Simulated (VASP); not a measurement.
GaP: single point with PBEsol

GaP:

```
CELL_PARAMETERS angstrom
1.86196 1.07500 6.16254
-1.86196 1.07500 6.16254
0.00000 -2.15001 6.16254
ATOMIC_POSITIONS crystal
Ga 0.43537 0.43537 0.43537
Ga 0.56463 0.56463 0.56463
P 0.05739 0.05739 0.05739
P 0.94261 0.94261 0.94261
```

| Quantity | Value |
| --- | --- |
| Program | VASP 6.6.1 |
| Task | single point |
| Functional | PBEsol |
| Potentials or basis | VASP PAW PBE potentials, release 64 (Ga_d, P) |
| Cutoff | 520 eV |
| k mesh | 6 × 6 × 6 |
| Occupations | gaussian, width 0.01 eV |
| Spin | no spin polarisation |

* Pressure: 8.6 GPa
* Largest force: 0.495 eV/Å
* Band gap on the k mesh: 0.67 eV, indirect (least direct gap 1.27 eV)

Forces on the atoms (eV/Å):
```
Ga   0.000  0.000  0.214
Ga   0.000  0.000 -0.214
P    0.000  0.000  0.495
P    0.000  0.000 -0.495
```

Stress tensor (GPa, compression positive):
```
 7.84  0.00  0.00
 0.00  7.84  0.00
 0.00  0.00 10.12
```

Levels at points of the mesh, in eV from the valence-band top:
```csv
k point,band 16,band 17,band 18,band 19,band 20,band 21
"(0.00, 0.00, 0.00)",-0.30,0.00,0.00,1.27,2.39,2.94
"(0.50, 0.00, 0.00)",-3.29,-3.12,-2.08,1.40,2.54,3.92
"(0.50, 0.50, 0.00)",-3.61,-1.43,-0.65,0.67,1.09,1.71
"(0.50, 0.50, 0.50)",-1.96,-0.32,-0.32,1.28,2.74,3.77
```

Run time: 79 s on 1 thread of Intel(R) Xeon(R) 6975P-C (Granite Rapids), on a shared host, peak memory 0.35 GiB.

Caveat: the PAW data sets were made with another functional, which shifts forces and pressure a little. A k mesh can miss the band edges.
